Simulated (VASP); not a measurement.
# LaNiBOs (P4/nmm) in VASP: single point with PBE

Aim: the single point of LaNiBOs with PBE.

All numbers are computed with VASP 6.6.1; they aren't measurements. Logs are shortened: lines on timing, memory, paths and dates and some standing lists are left out, and cuts for length are marked.

## (1) The cell of the first run

It takes space group P4/nmm (No. 129, tetragonal). Conventional cell: a = 3.837 Å, b = 3.837 Å, c = 7.858 Å, α = 90.00°, β = 90.00°, γ = 90.00°. B (site symmetry 4mm) has 4 Ni at 1.98 Å and 1 Os at 2.04 Å within 2.6 Å. Within 3.6 Å of La (site symmetry 4mm) lie 5 Os at 2.71 to 2.75 Å and 5 B at 3.06 to 3.44 Å and 4 Ni at 3.23 Å. Os (site symmetry 4mm) has 1 B at 2.04 Å and 5 La at 2.71 to 2.75 Å within 2.8 Å. Within 2.6 Å of Ni (site symmetry -4m2) lie 4 B at 1.98 Å.

## (2) Single point, PBE

The input, POSCAR:

```
LaNiBOs
1.0
    3.8366700000      0.0000000000      0.0000000000
    0.0000000000      3.8366700000      0.0000000000
    0.0000000000      0.0000000000      7.8584880000
B La Os Ni
2 2 2 2
Direct
    0.7500000000      0.7500000000      0.4400000000
    0.2500000000      0.2500000000      0.5600000000
    0.2500000000      0.2500000000      0.1700000000
    0.7500000000      0.7500000000      0.8300000000
    0.7500000000      0.7500000000      0.1800000000
    0.2500000000      0.2500000000      0.8200000000
    0.7500000000      0.2500000000      0.5000000000
    0.2500000000      0.7500000000      0.5000000000
```

The input, INCAR.step1:

```
ALGO = Normal ; EDIFF = 1E-6
ENCUT = 520 ; GGA = PE
ISIF = 2 ; ISMEAR = -1
LASPH = True ; LCHARG = True
LMAXMIX = 6 ; LREAL = False
LWAVE = False ; NBANDS = 42
NELM = 60 ; PREC = Accurate
SIGMA = 0.0109
```

The input, KPOINTS.step1:

```
k-points
0
Gamma
  9 9 5
```

The input, INCAR.step2:

```
ALGO = Normal ; EDIFF = 1E-6
ENCUT = 520 ; GGA = PE
ICHARG = 11 ; ISIF = 2
ISMEAR = -5 ; LASPH = True
LCHARG = False ; LMAXMIX = 6
LORBIT = 10 ; LREAL = False
LWAVE = False ; NEDOS = 1001
NELM = 60 ; PREC = Accurate
SIGMA = 0.0109
```

The input, KPOINTS.step2:

```
k-points
0
Gamma
  14 14 8
```

Potentials or basis: VASP PAW PBE potentials, release 64 (B, La, Os, Ni).

Run with:

```
$ cat potpaw_PBE.64/B/POTCAR potpaw_PBE.64/La/POTCAR potpaw_PBE.64/Os/POTCAR potpaw_PBE.64/Ni/POTCAR > POTCAR
$ cp INCAR.step1 INCAR
$ cp KPOINTS.step1 KPOINTS
$ mpirun -np 1 vasp_std > vasp.out
$ cp INCAR.step2 INCAR
$ cp KPOINTS.step2 KPOINTS
$ mpirun -np 1 vasp_std > vasp.out
```

OUTCAR:

```text
EDIFF = 1E-6
   ENCUT = 520
   GGA = PE
   ICHARG = 11
   ISIF = 2
   ISMEAR = -5
   LASPH = True
   LORBIT = 10
   LREAL = False
   NELM = 60
   PREC = Accurate

 ion  position               nearest neighbor table
   1  0.750  0.750  0.440-   7 1.98   8 1.98   7 1.98   8 1.98   5 2.04
   2  0.250  0.250  0.560-   7 1.98   8 1.98   8 1.98   7 1.98   6 2.04
   3  0.250  0.250  0.170-   5 2.71   5 2.71   5 2.71   5 2.71   6 2.75   8 3.23   8 3.23   7 3.23
                             7 3.23
   4  0.750  0.750  0.830-   6 2.71   6 2.71   6 2.71   6 2.71   5 2.75   7 3.23   8 3.23   8 3.23
                             7 3.23
   5  0.750  0.750  0.180-   1 2.04   3 2.71   3 2.71   3 2.71   3 2.71   4 2.75   7 3.16   8 3.16
                             8 3.16   7 3.16
   6  0.250  0.250  0.820-   2 2.04   4 2.71   4 2.71   4 2.71   4 2.71   3 2.75   8 3.16   8 3.16
                             7 3.16   7 3.16
   7  0.750  0.250  0.500-   1 1.98   2 1.98   1 1.98   2 1.98   8 2.71   8 2.71   8 2.71   8 2.71
                             6 3.16   6 3.16   5 3.16   5 3.16   3 3.23   3 3.23   4 3.23   4 3.23
   8  0.250  0.750  0.500-   1 1.98   2 1.98   2 1.98   1 1.98   7 2.71   7 2.71   7 2.71   7 2.71
                             6 3.16   5 3.16   6 3.16   5 3.16   4 3.23   3 3.23   4 3.23   3 3.23

  LATTYP: Found a simple tetragonal cell.
 ALAT       =     3.8366700000
 C/A-ratio  =     2.0482574733

  Lattice vectors:

 A1 = (   3.8366700000,   0.0000000000,   0.0000000000)
 A2 = (   0.0000000000,   3.8366700000,   0.0000000000)
 A3 = (   0.0000000000,   0.0000000000,   7.8584880000)

Analysis of symmetry for initial positions (statically):
=====================================================================
 Subroutine PRICEL returns:
 Original cell was already a primitive cell.

 Routine SETGRP: Setting up the symmetry group for a
 simple tetragonal supercell.

 Subroutine GETGRP returns: Found 16 space group operations
 (whereof  4 operations were pure point group operations)
 out of a pool of 16 trial point group operations.

The static configuration has the point symmetry C_2h.
 The point group associated with its full space group is D_4h.

Analysis of symmetry for dynamics (positions and initial velocities):
=====================================================================
 Subroutine PRICEL returns:
 Original cell was already a primitive cell.

 Routine SETGRP: Setting up the symmetry group for a
 simple tetragonal supercell.

 Subroutine GETGRP returns: Found 16 space group operations
 (whereof  4 operations were pure point group operations)
 out of a pool of 16 trial point group operations.

The dynamic configuration has the point symmetry C_2h.
 The point group associated with its full space group is D_4h.

 Subroutine INISYM returns: Found 16 space group operations
 (whereof  4 operations are pure point group operations),
 and found     1 'primitive' translations

----------------------------------------------------------------------------------------

                                     Primitive cell

  volume of cell :     115.6772

  direct lattice vectors                    reciprocal lattice vectors
     3.836670000  0.000000000  0.000000000     0.260642693  0.000000000  0.000000000
     0.000000000  3.836670000  0.000000000     0.000000000  0.260642693  0.000000000
     0.000000000  0.000000000  7.858488000     0.000000000  0.000000000  0.127250942

  length of vectors
     3.836670000  3.836670000  7.858488000     0.260642693  0.260642693  0.127250942

  position of ions in fractional coordinates (direct lattice)
     0.750000000  0.750000000  0.440000000
     0.250000000  0.250000000  0.560000000
     0.250000000  0.250000000  0.170000000
     0.750000000  0.750000000  0.830000000
     0.750000000  0.750000000  0.180000000
     0.250000000  0.250000000  0.820000000
     0.750000000  0.250000000  0.500000000
     0.250000000  0.750000000  0.500000000

  ion indices of the primitive-cell ions
   primitive index   ion index
                 1           1
                 2           2
                 3           3
                 4           4
                 5           5
                 6           6
                 7           7
                 8           8

----------------------------------------------------------------------------------------

 KPOINTS: k-points

Automatic generation of k-mesh.
 Grid dimensions read from file:
 generate k-points for:   14   14    8

 Generating k-lattice:

  Cartesian coordinates                     Fractional coordinates (reciprocal lattice)
     0.018617335  0.000000000  0.000000000     0.071428571  0.000000000  0.000000000
     0.000000000  0.018617335  0.000000000     0.000000000  0.071428571  0.000000000
     0.000000000  0.000000000  0.015906368     0.000000000  0.000000000  0.125000000

  Length of vectors
     0.018617335  0.018617335  0.015906368

  Shift w.r.t. Gamma in fractional coordinates (k-lattice)
     0.000000000  0.000000000  0.000000000

 TETIRR: Found   2352 inequivalent tetrahedra from     9408

 Subroutine IBZKPT returns following result:
 ===========================================

 Found    180 irreducible k-points:

 Following reciprocal coordinates:
            Coordinates               Weight
  0.000000  0.000000  0.000000      1.000000
  0.071429  0.000000  0.000000      4.000000
  0.142857  0.000000  0.000000      4.000000
  0.214286  0.000000  0.000000      4.000000
  0.285714  0.000000  0.000000      4.000000
  0.357143  0.000000  0.000000      4.000000
[... 16 lines left out ...]
  0.285714  0.214286  0.000000      8.000000
  0.357143  0.214286  0.000000      8.000000
 [... further k-points ...]
   k-points           NKPTS =    180   k-points in BZ     NKDIM =    180   number of bands    NBANDS=     38
   number of dos      NEDOS =   1001   number of ions     NIONS =      8
   total plane-waves  NPLWV =  54000
   dimension x,y,z NGX =    30 NGY =   30 NGZ =   60
   dimension x,y,z NGXF=    60 NGYF=   60 NGZF=  120
   ions per type =               2   2   2   2
   NGX,Y,Z   is equivalent  to a cutoff of  13.00, 13.00, 12.69 a.u.
   NGXF,Y,Z  is equivalent  to a cutoff of  26.00, 26.00, 25.39 a.u.
 SYSTEM =  unknown system
   PREC   = accura    normal or accurate (medium, high low for compatibility)
   ISTART =      0    job   : 0-new  1-cont  2-samecut
   ICHARG =     11    charge: 1-file 2-atom 10-const
   ISPIN  =      1    spin polarized calculation?
   LNONCOLLINEAR =      F non collinear calculations
   LSORBIT =      F    spin-orbit coupling
   LASPH  =      T    aspherical Exc in radial PAW
   ENCUT  =  520.0 eV  38.22 Ry    6.18 a.u.   7.13  7.13 14.61*2*pi/ulx,y,z
   NELM   =     60;   NELMIN=  2; NELMDL=  0     # of ELM steps
   EDIFF  = 0.1E-05   stopping-criterion for ELM
   LREAL  =      F    real-space projection
   EDIFFG = 0.1E-04   stopping-criterion for IOM
   NSW    =      0    number of steps for IOM
   IBRION =     -1    ionic relax: 0-MD 1-quasi-New 2-CG
   NFREE  =      0    steps in history (QN), initial steepest desc. (CG)
   ISIF   =      2    stress and relaxation
   ISYM   =      2    0-nonsym 1-usesym 2-fastsym
   POTIM  = 0.5000    time-step for ionic-motion
   TEBEG  =    0.0;   TEEND  =   0.0 temperature during run
   PSTRESS=    0.0 pullay stress
   NELECT =      64.0000    total number of electrons
   NUPDOWN=      -1.0000    fix difference up-down
   EMIN   =  10.00;   EMAX   =-10.00  energy-range for DOS
   EFERMI =   0.00;   METHOD = LEGACY
   ISMEAR =    -5;   SIGMA  =   0.01  broadening in eV -4-tet -1-fermi 0-gaus
   EFERMI_NEDOS =   21; number of points for ismear=-14 and -15
   IALGO  =     38    algorithm
   IMIX   =      4    mixing-type and parameters
     AMIX     =   0.40;   BMIX     =  1.00
     AMIX_MAG =   1.60;   BMIX_MAG =  1.00
  volume/ion in A,a.u.               =      14.46        97.58
  Fermi-wavevector in a.u.,A,eV,Ry     =   1.343957  2.539711 24.575138  1.806222
  Thomas-Fermi vector in A             =   2.471990
   LORBIT       =     10    0 simple, 1 ext, 2 COOP (PROOUT), +10 PAW based schemes
   GGA     = PE    functional components
   LHFCALC =     F    Hartree Fock is set to
   AEXX    =    0.0000 exact exchange contribution
   IVDW    =     0    specifies the selected vdW correction
   LEPSILON=     F    determine dielectric tensor
   LRPA    =     F    only Hartree local field effects (RPA)
 non-spin polarized calculation
 Fermi weights with tetrahedron method with Bloechl corrections
  energy-cutoff  :      520.00
  volume of cell :      115.68
 maximum number of plane-waves:      3140
 NGX is ok and might be reduce to    30

 number of electron      64.0000017 magnetization

 Free energy of the ion-electron system (eV)
  ---------------------------------------------------
  ext. energy  EPLUGINS =         0.00000000
  ---------------------------------------------------
  free energy    TOTEN  =       -54.03459451 eV

  energy without entropy =      -54.03459451  energy(sigma->0) =      -54.03459451

 E-fermi :   9.6851     XC(G=0): -12.2525

 val. band max:        9.7627360816   @ k =   0.0000   0.0000   0.3750
 cond. band min:       9.5291861907   @ k =   0.5000   0.1429   0.0000
 fundamental gap:     -0.2335498908
 Fermi energy:         9.6851212334

 k-point     1 :       0.0000    0.0000    0.0000
  band No.  band energies     occupation
      1     -21.5947      2.00000
      2     -21.4671      2.00000
      3      -6.1410      2.00000
      4      -5.4737      2.00000
      5      -5.4137      2.00000
      6      -5.4137      2.00000
[... 973 lines left out ...]
     37      11.6505      0.00000
     38      12.0992      0.00000

 [... further k-points ...]

------------------------ aborting loop because EDIFF is reached ----------------------------------------

  FORCE on cell =-STRESS in cart. coord.  units (eV):
  Direction    XX          YY          ZZ          XY          YZ          ZX
  --------------------------------------------------------------------------------------
  -------------------------------------------------------------------------------------
  Total       16.0985100     16.0985100     10.5290369      0.0000000     -0.0000000      0.0000000
  in kB      222.9709973    222.9709973    145.8315002      0.0000000     -0.0000000      0.0000000
  external PRESSURE =     197.2578316 kB  Pullay stress =       0.0000000 kB

 VOLUME and BASIS-vectors are now :
 -----------------------------------------------------------------------------
  energy-cutoff  :      520.00
  volume of cell :      115.68
      direct lattice vectors                 reciprocal lattice vectors
     3.836670000  0.000000000  0.000000000     0.260642693  0.000000000  0.000000000
     0.000000000  3.836670000  0.000000000     0.000000000  0.260642693  0.000000000
     0.000000000  0.000000000  7.858488000     0.000000000  0.000000000  0.127250942

 POSITION                                       TOTAL-FORCE (eV/Angst)
 -----------------------------------------------------------------------------------
      2.87750      2.87750      3.45773         0.000000      0.000000     -1.318827
      0.95917      0.95917      4.40075         0.000000     -0.000000      1.318827
      0.95917      0.95917      1.33594         0.000000     -0.000000      1.029450
      2.87750      2.87750      6.52255         0.000000     -0.000000     -1.029450
      2.87750      2.87750      1.41453        -0.000000     -0.000000      1.612605
      0.95917      0.95917      6.44396        -0.000000     -0.000000     -1.612605
      2.87750      0.95917      3.92924         0.000000      0.000000     -0.000000
      0.95917      2.87750      3.92924        -0.000000     -0.000000     -0.000000
 -----------------------------------------------------------------------------------
    total drift:                                0.000000      0.000000      0.000000

  FREE ENERGIE OF THE ION-ELECTRON SYSTEM (eV)
  ---------------------------------------------------
  free  energy   TOTEN  =       -54.0345945082 eV

  energy  without entropy=      -54.0345945082  energy(sigma->0) =      -54.03459451

 total charge

# of ion       s       p       d       f       tot
--------------------------------------------------
    1        0.749   1.132   0.000   0.000   1.882
    2        0.749   1.132   0.000   0.000   1.882
    3        2.076   5.535   1.204   0.344   9.159
    4        2.076   5.535   1.204   0.344   9.159
    5        0.759   0.336   6.530   0.000   7.625
    6        0.759   0.336   6.530   0.000   7.625
    7        0.516   0.619   8.470   0.000   9.605
    8        0.516   0.619   8.470   0.000   9.605
--------------------------------------------------
tot          8.201  15.246  32.407   0.688  56.543
```

Wall time 33 min (1 thread of AMD EPYC 7R13, shared host); peak memory 0.88 GiB.

Results:

* Valence electrons inside the program's atomic spheres: B 1.88; La 9.16; Os 7.62; Ni 9.61

Caveat: spin-orbit coupling is left out, which moves the levels of the heavy elements. Spin polarisation is off, so any magnetic state and its effect on volume and gap are missing.
